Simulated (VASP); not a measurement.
A run of VASP 6.6.1:

INCAR

```
PREC = Accurate
ENCUT = 500
EDIFF = 1E-7
ISMEAR = -1
SIGMA = 0.02
LREAL = F
LASPH = T
NELM = 120
ALGO = Normal
ISIF = 3
LWAVE = F
LCHARG = F
GGA = PE
IVDW = 13
IBRION = 2
NSW = 80
EDIFFG = -0.005
GGA_COMPAT = F
NELMIN = 4
```

The input KPOINTS:

```
Automatic mesh
0
Gamma
  6 6 6
```

POSCAR

```
PbS
1.0
    0.0000000000      2.9671236703      2.9671236703
    2.9671236703      0.0000000000      2.9671236703
    2.9671236703      2.9671236703      0.0000000000
Pb S
1 1
Direct
    0.0000000000      0.0000000000      0.0000000000
    0.5000000000      0.5000000000      0.5000000000
```

Potentials or basis: VASP PAW PBE potentials, release 64 (Pb_d, S).

Command:

```sh
$ cat potpaw_PBE.64/Pb_d/POTCAR potpaw_PBE.64/S/POTCAR > POTCAR
$ mpirun -np 1 vasp_std > vasp.out
```

Hardware: 1 thread of Intel Xeon 8259CL, on a shared host.

Question: How long does it take, and how much memory?

Answer: It took 19 s on 1 thread of Intel Xeon 8259CL (shared host), peak memory 0.17 GiB. Counts: scf iterations 13, k points 16, ion steps 1.
